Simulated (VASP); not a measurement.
A run of VASP 6.6.1 is set up as follows.

POSCAR

```
TiAl
1.0
    3.1790640000      0.0000000000      0.0000000000
    0.0000000000      3.1790640000      0.0000000000
    0.0000000000      0.0000000000      3.1790640000
Ti Al
1 1
Direct
    0.0000000000      0.0000000000      0.0000000000
    0.5000000000      0.5000000000      0.5000000000
```

The input INCAR.step1:

```
ALGO = Normal
EDIFF = 1E-5
ENCUT = 600
GGA = PE
ISMEAR = -1
LASPH = T
LCHARG = F
LREAL = F
LWAVE = T
NBANDS = 14
NELM = 80
PREC = Accurate
SIGMA = 0.05
```

The input INCAR.step2:

```
AEXX = 0.25
ALGO = Normal
EDIFF = 1E-7
EDIFFG = -0.01
ENCUT = 600
GGA = PS
IBRION = 2
ISIF = 3
ISMEAR = -1
ISTART = 1
LASPH = T
LCHARG = F
LHFCALC = T
LREAL = F
LWAVE = F
NELM = 80
NSW = 60
PREC = Accurate
PRECFOCK = Normal
SIGMA = 0.05
```

KPOINTS

```
k-points
0
Gamma
  4 4 4
```

Potentials or basis: VASP PAW PBE potentials, release 64 (Ti_sv, Al).

Run with:

```sh
$ cat potpaw_PBE.64/Ti_sv/POTCAR potpaw_PBE.64/Al/POTCAR > POTCAR
$ cp INCAR.step1 INCAR
$ mpirun -np 1 vasp_std > vasp.out
$ cp INCAR.step2 INCAR
$ mpirun -np 1 vasp_std > vasp.out
```

Task: What does it give for the relaxed volume?

Result: 15.62 Å³/atom.

Task: What does it give for the space group after relaxing (to 0.05 Å)?

Result: Pm-3m (No. 221).

Task: What does it give for the relaxed cell?

Result: a = 3.150 Å, b = 3.150 Å, c = 3.150 Å, α = 90.00°, β = 90.00°, γ = 90.00°.

The path:
```tsv
step	energy change (eV)	largest force (eV/Å)	pressure (GPa)	volume (Å³)
1	0.0000	0.0000	-3.47	32.13
2	-0.0032	0.0000	3.08	30.54
3	-0.0098	0.0000	0.02	31.24
```

Caveat: the k points lie up to 0.50 Å⁻¹ apart in the final cell; the PAW data sets were made with another functional, which shifts forces and pressure a little.
